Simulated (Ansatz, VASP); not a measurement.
# Two plane-wave programs on Mg

```
CELL_PARAMETERS angstrom
3.20930 0.00000 0.00000
-1.60465 2.77934 0.00000
0.00000 0.00000 5.21030
ATOMIC_POSITIONS crystal
Mg 0.33333 0.66667 0.25000
Mg 0.66667 0.33333 0.75000
```

Alike in both runs: task relaxation of cell and atoms; functional PBEsol; k mesh 12 × 12 × 8; occupations fermi-dirac, width 0.1 eV; no spin polarisation.

|  | VASP | Ansatz |
| --- | --- | --- |
| version | VASP 6.6.1 | Ansatz 0.2.0 |
| potentials or method | VASP PAW PBE potentials, release 64 (Mg) | PAW with Ansatz's default frozen-core files, scalar-relativistic |
| plane-wave cutoff (eV) | 600 | 420 |
| valence electrons in the cell | 4 | 20 |

|  | VASP | Ansatz | Ansatz less VASP |
| --- | --- | --- | --- |
| relaxed volume (Å³/atom) | 22.49 | 22.52 | +0.024 |
| relaxed cell length with the largest relative difference (Å) | 5.105 | 5.108 | +0.0025 |

VASP's potentials were made for PBE, not for PBEsol. VASP's potentials hold 4 valence electrons a cell and Ansatz's 20, so a difference there can come from the potentials and not from the codes.
